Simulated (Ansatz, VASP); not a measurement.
**One calculation of HPt6, two programs**

```xyz
14
Lattice="5.6143 0.0000 0.0000 -2.8072 4.8622 0.0000 0.0000 0.0000 22.6193" Properties=species:S:1:pos:R:3 pbc="T T T"
Pt    1.4036    0.8104    4.0000
Pt    0.0000    3.2414    4.0000
Pt    4.2107    0.8104    4.0000
Pt    2.8072    3.2414    4.0000
Pt    0.0000    1.6207    6.3097
Pt   -1.4036    4.0518    6.3097
Pt    2.8072    1.6207    6.3097
Pt    1.4036    4.0518    6.3097
Pt    0.0000    0.0000    8.6193
Pt   -1.4036    2.4311    8.6193
Pt    2.8072    0.0000    8.6193
Pt    1.4036    2.4311    8.6193
H     0.0000    1.9716   10.3493
H     0.0000    2.8906   10.3493
```

Alike in both runs: task single point; functional PBE; k mesh 6 × 6 × 1; occupations gaussian, width 0.1 eV; no spin polarisation.

```csv
,VASP,Ansatz
version,VASP 6.6.1,Ansatz 0.2.0
potentials or method,"VASP PAW PBE potentials, release 64 (Pt, H), cutoff 520 eV","scalar-relativistic, plane waves, PAW"
valence electrons in the cell,122,218
```

|  | VASP | Ansatz | Ansatz less VASP |
| --- | --- | --- | --- |
| gap on the k mesh at the Fermi level (eV) | none | none | - |
| rms of the force components (eV/Å) | 0.321 | 0.321 | -0.0001 |
| work function, face that differs most (eV) | 5.80 | 5.80 | +0.003 |

Atom by atom the forces differ by 0.008 eV/Å (rms over components). A gap of «none» marks a metal or a gap that the smearing closes. VASP's potentials hold 122 valence electrons a cell and Ansatz's 218, so a difference there can come from the potentials and not from the codes.

Neither program's run includes spin-orbit coupling.
